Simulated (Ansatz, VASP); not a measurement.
# One calculation of Al4RePb2, two programs

```
CELL_PARAMETERS angstrom
6.19809 0.00000 0.00000
0.00000 6.19809 0.00000
0.00000 0.00000 4.35802
ATOMIC_POSITIONS crystal
Al 0.28328 0.28328 0.00000
Al 0.71672 0.28328 0.00000
Al 0.71672 0.71672 0.00000
Al 0.28328 0.71672 0.00000
Re 0.00000 0.00000 0.00000
Pb 0.50000 0.00000 0.50000
Pb 0.00000 0.50000 0.50000
```

Alike in both runs: functional PBE; k mesh 4 × 4 × 4; occupations gaussian, width 0.1 eV; no spin polarisation.

Ansatz relaxed the structure, and its values are those at the end. VASP's run is a single point on that final structure, the one shown.

```csv
,VASP,Ansatz
version,VASP 6.6.1,Ansatz 0.2.0
potentials or method,"VASP PAW PBE potentials, release 64 (Al, Re, Pb_d), cutoff 520 eV","scalar-relativistic, plane waves, PAW"
valence electrons in the cell,47,55
```

Ansatz gave:

```
gap on the k mesh at the Fermi level (eV) : none
pressure (GPa)                            : 0.0
```

What did VASP give for the same quantities?

gap on the k mesh at the Fermi level (eV): none; pressure (GPa): -0.1.

A gap of «none» marks a metal or a gap that the smearing closes. VASP's potentials hold 47 valence electrons a cell and Ansatz's 55, so a difference there can come from the potentials and not from the codes.

The k mesh is coarse, so the values compare programs but aren't converged. Neither program's run includes spin-orbit coupling.
